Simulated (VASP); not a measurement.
# TaN in VASP: notebook, part 2 of 2

VASP 6.6.1. The steps go on from the part before.

**3. Single point, LDA (equal xy, yz and zx shear strains of -2 %)**

INCAR reads:

```
ALGO = Normal
EDIFF = 1E-6
ENCUT = 520
GGA = CA
ISIF = 2
ISMEAR = -1
LASPH = T
LCHARG = F
LREAL = F
LWAVE = F
NBANDS = 15
NELM = 60
PREC = Accurate
SIGMA = 0.02
```

KPOINTS reads:

```
k-points
0
Gamma
  12 12 10
```

POSCAR reads:

```
TaN
1.0
    2.9379988584     -0.0293799886     -0.0293799886
   -1.4944432457      2.5590716420     -0.0107538222
   -0.0288300000     -0.0288300000      2.8830000000
Ta N
1 1
Direct
    0.3333333333      0.6666666667      0.5000000000
    0.0000000000      0.0000000000      0.0000000000
```

Potentials or basis: VASP PAW LDA potentials, release 64 (Ta_pv, N).

Command:

```bash
$ cat potpaw_LDA.64/Ta_pv/POTCAR potpaw_LDA.64/N/POTCAR > POTCAR
$ mpirun -np 1 vasp_std > vasp.out
```

OUTCAR:

```text
EDIFF = 1E-6
   ENCUT = 520
   GGA = CA
   ISIF = 2
   ISMEAR = -1
   LASPH = T
   LREAL = F
   NELM = 60
   PREC = Accurate

 ion  position               nearest neighbor table
   1  0.333  0.667  0.500-   2 2.18   2 2.20   2 2.23   2 2.24   2 2.25   2 2.25
   2  0.000  0.000  0.000-   1 2.18   1 2.20   1 2.23   1 2.24   1 2.25   1 2.25

  LATTYP: Found a triclinic cell.
 ALAT       =     2.9634985960
 B/A-ratio  =     1.7173188991
 C/A-ratio  =     1.4028711762
 COS(alpha) =     0.0002632333
 COS(beta)  =     0.3574413894
 COS(gamma) =     0.8685228474

  Lattice vectors:

 A1 = (   1.4944432457,  -2.5590716420,   0.0107538222)
 A2 = (   0.0508876330,  -5.0887632954,   0.0508876330)
 A3 = (   2.9668288584,  -0.0005499886,  -2.9123799886)

Analysis of symmetry for initial positions (statically):
=====================================================================
 Subroutine PRICEL returns:
 Original cell was already a primitive cell.

 Routine SETGRP: Setting up the symmetry group for a
 triclinic supercell.

 Subroutine GETGRP returns: Found  1 space group operations
 (whereof  1 operations were pure point group operations)
 out of a pool of  2 trial point group operations.

The static configuration has the point symmetry C_1 .

Analysis of symmetry for dynamics (positions and initial velocities):
=====================================================================
 Subroutine PRICEL returns:
 Original cell was already a primitive cell.

 Routine SETGRP: Setting up the symmetry group for a
 triclinic supercell.

 Subroutine GETGRP returns: Found  1 space group operations
 (whereof  1 operations were pure point group operations)
 out of a pool of  2 trial point group operations.

The dynamic configuration has the point symmetry C_1 .

 Subroutine INISYM returns: Found  1 space group operations
 (whereof  1 operations are pure point group operations),
 and found     1 'primitive' translations

----------------------------------------------------------------------------------------

                                     Primitive cell

  volume of cell :      21.5450

  direct lattice vectors                    reciprocal lattice vectors
     2.937998858 -0.029379989 -0.029379989     0.342421869  0.199989860  0.005424117
    -1.494443246  2.559071642 -0.010753822     0.003970729  0.393102215  0.003970729
    -0.028830000 -0.028830000  2.883000000     0.003504353  0.003504353  0.346930996

  length of vectors
     2.938292644  2.963498596  2.883288286     0.396583032  0.393142321  0.346966392

  position of ions in fractional coordinates (direct lattice)
     0.333333333  0.666666667  0.500000000
     0.000000000  0.000000000  0.000000000

  ion indices of the primitive-cell ions
   primitive index   ion index
                 1           1
                 2           2

----------------------------------------------------------------------------------------

 KPOINTS: k-points

Automatic generation of k-mesh.
 Grid dimensions read from file:
 generate k-points for:   12   12   10

 Generating k-lattice:

  Cartesian coordinates                     Fractional coordinates (reciprocal lattice)
     0.028535156  0.016665822  0.000452010     0.083333333 -0.000000000  0.000000000
     0.000330894  0.032758518  0.000330894    -0.000000000  0.083333333  0.000000000
     0.000350435  0.000350435  0.034693100    -0.000000000  0.000000000  0.100000000

  Length of vectors
     0.033048586  0.032761860  0.034696639

  Shift w.r.t. Gamma in fractional coordinates (k-lattice)
     0.000000000  0.000000000  0.000000000

 Subroutine IBZKPT returns following result:
 ===========================================

 Found    724 irreducible k-points:

 Following reciprocal coordinates:
            Coordinates               Weight
  0.000000  0.000000  0.000000      1.000000
  0.083333 -0.000000  0.000000      2.000000
  0.166667  0.000000  0.000000      2.000000
  0.250000 -0.000000  0.000000      2.000000
  0.333333 -0.000000  0.000000      2.000000
  0.416667 -0.000000  0.000000      2.000000
[... 16 lines left out ...]
  0.250000  0.166667  0.000000      2.000000
  0.333333  0.166667  0.000000      2.000000
 [... further k-points ...]
   k-points           NKPTS =    724   k-points in BZ     NKDIM =    724   number of bands    NBANDS=     15
   number of dos      NEDOS =    301   number of ions     NIONS =      2
   total plane-waves  NPLWV =  13824
   dimension x,y,z NGX =    24 NGY =   24 NGZ =   24
   dimension x,y,z NGXF=    48 NGYF=   48 NGZF=   48
   ions per type =               1   1
   NGX,Y,Z   is equivalent  to a cutoff of  13.58, 13.46, 13.84 a.u.
   NGXF,Y,Z  is equivalent  to a cutoff of  27.16, 26.93, 27.68 a.u.
 SYSTEM =  unknown system
   PREC   = accura    normal or accurate (medium, high low for compatibility)
   ISTART =      0    job   : 0-new  1-cont  2-samecut
   ICHARG =      2    charge: 1-file 2-atom 10-const
   ISPIN  =      1    spin polarized calculation?
   LNONCOLLINEAR =      F non collinear calculations
   LSORBIT =      F    spin-orbit coupling
   LASPH  =      T    aspherical Exc in radial PAW
   ENCUT  =  520.0 eV  38.22 Ry    6.18 a.u.   5.46  5.51  5.36*2*pi/ulx,y,z
   NELM   =     60;   NELMIN=  2; NELMDL= -5     # of ELM steps
   EDIFF  = 0.1E-05   stopping-criterion for ELM
   LREAL  =      F    real-space projection
[... 7 lines left out ...]
   TEBEG  =    0.0;   TEEND  =   0.0 temperature during run
   PSTRESS=    0.0 pullay stress
   NELECT =      16.0000    total number of electrons
   NUPDOWN=      -1.0000    fix difference up-down
   EMIN   =  10.00;   EMAX   =-10.00  energy-range for DOS
   EFERMI =   0.00;   METHOD = LEGACY
   ISMEAR =    -1;   SIGMA  =   0.02  broadening in eV -4-tet -1-fermi 0-gaus
   EFERMI_NEDOS =   21; number of points for ismear=-14 and -15
   IALGO  =     38    algorithm
   IMIX   =      4    mixing-type and parameters
     AMIX     =   0.40;   BMIX     =  1.00
     AMIX_MAG =   1.60;   BMIX_MAG =  1.00
  volume/ion in A,a.u.               =      10.77        72.70
  Fermi-wavevector in a.u.,A,eV,Ry     =   1.482515  2.801547 29.903567  2.197850
  Thomas-Fermi vector in A             =   2.596291
   LORBIT       =      0    0 simple, 1 ext, 2 COOP (PROOUT), +10 PAW based schemes
   GGA     = CA    functional components
   LHFCALC =     F    Hartree Fock is set to
   AEXX    =    0.0000 exact exchange contribution
   IVDW    =     0    specifies the selected vdW correction
   LEPSILON=     F    determine dielectric tensor
   LRPA    =     F    only Hartree local field effects (RPA)
 non-spin polarized calculation
  energy-cutoff  :      520.00
  volume of cell :       21.55
 maximum number of plane-waves:       600
 NGX is ok and might be reduce to    24
   NGX = 11   NGY = 11   NGZ = 11

 number of electron      16.0000001 magnetization

 Free energy of the ion-electron system (eV)
  ---------------------------------------------------
  ext. energy  EPLUGINS =         0.00000000
  ---------------------------------------------------
  free energy    TOTEN  =       -24.68190838 eV

  energy without entropy =      -24.68181168  energy(sigma->0) =      -24.68186003

 E-fermi :   8.1414     XC(G=0): -13.5836

 val. band max:        8.1289208941   @ k =  -0.0833   0.0000   0.4000
 cond. band min:       8.1514237804   @ k =   0.0833  -0.0000   0.4000
 fundamental gap:      0.0225028863
 Fermi energy:         8.1414262217

 k-point     1 :       0.0000    0.0000    0.0000
  band No.  band energies     occupation
      1     -26.5203      2.00000
      2     -26.2740      2.00000
      3     -26.2300      2.00000
      4      -9.4279      2.00000
      5       3.4329      2.00000
      6       3.6705      2.00000
      7       3.9369      2.00000
      8       5.2390      2.00000
      9      10.4280      0.00000
     10      11.4810      0.00000
     11      11.6968      0.00000
     12      12.1262      0.00000
     13      12.2290      0.00000
     14      20.4985      0.00000
     15      21.3196      0.00000
[... 397 lines left out ...]
 k-point    24 :       0.3333    0.1667    0.0000
  band No.  band energies     occupation
      1     -27.1941      2.00000
      2     -26.6503      2.00000
      3     -26.3693      2.00000
      4      -7.0230      2.00000
      5       0.2607      2.00000
      6       3.0150      2.00000
      7       3.5295      2.00000
      8       6.3626      2.00000
      9       9.8945      0.00000
     10      10.2142      0.00000
     11      12.6864      0.00000
     12      14.5442      0.00000
     13      17.3547      0.00000
     14      20.4876      0.00000
     15      20.9962      0.00000

 [... further k-points ...]
[... 5 lines left out ...]
  --------------------------------------------------------------------------------------
  -------------------------------------------------------------------------------------
  Total       -1.2299031     -1.1681481     -1.3798141      0.6007077      0.6698875      0.6710073
  in kB      -91.4606200    -86.8682684   -102.6086156     44.6710772     49.8155732     49.8988422
  external PRESSURE =     -93.6458347 kB  Pullay stress =       0.0000000 kB

 VOLUME and BASIS-vectors are now :
 -----------------------------------------------------------------------------
  energy-cutoff  :      520.00
  volume of cell :       21.55
      direct lattice vectors                 reciprocal lattice vectors
     2.937998858 -0.029379989 -0.029379989     0.342421869  0.199989860  0.005424117
    -1.494443246  2.559071642 -0.010753822     0.003970729  0.393102215  0.003970729
    -0.028830000 -0.028830000  2.883000000     0.003504353  0.003504353  0.346930996

 POSITION                                       TOTAL-FORCE (eV/Angst)
 -----------------------------------------------------------------------------------
     -0.03138      1.68184      1.42454        -0.046060     -0.002471     -0.022313
      0.00000      0.00000      0.00000         0.046060      0.002471      0.022313
 -----------------------------------------------------------------------------------
    total drift:                               -0.000215     -0.000051     -0.000009

  FREE ENERGIE OF THE ION-ELECTRON SYSTEM (eV)
  ---------------------------------------------------
  free  energy   TOTEN  =       -24.6819083798 eV

  energy  without entropy=      -24.6818116820  energy(sigma->0) =      -24.68186003
```

Run time: 60 s. Hardware: 1 thread of Intel Xeon 6975P-C (Granite Rapids), shared host; peak memory 0.33 GiB.

Results:

```
Free energy            : -24.6819 eV
Pressure               : -9.4 GPa
Largest force          : 0.051 eV/Å
Band gap on the k mesh : zero (band 8 reaches 8.34 eV, above the bottom of band 9 at 8.09 eV)
```

Forces on the atoms (eV/Å):
```
Ta  -0.046 -0.002 -0.022
N    0.046  0.002  0.022
```

Stress tensor (GPa, compression positive):
```
 -9.15   4.47   4.99
  4.47  -8.69   4.98
  4.99   4.98 -10.26
```

Caveat: the cell differs from its parent crystal (equal xy, yz and zx shear strains of -2 %); spin-orbit coupling is left out, which moves the levels of the heavy elements.
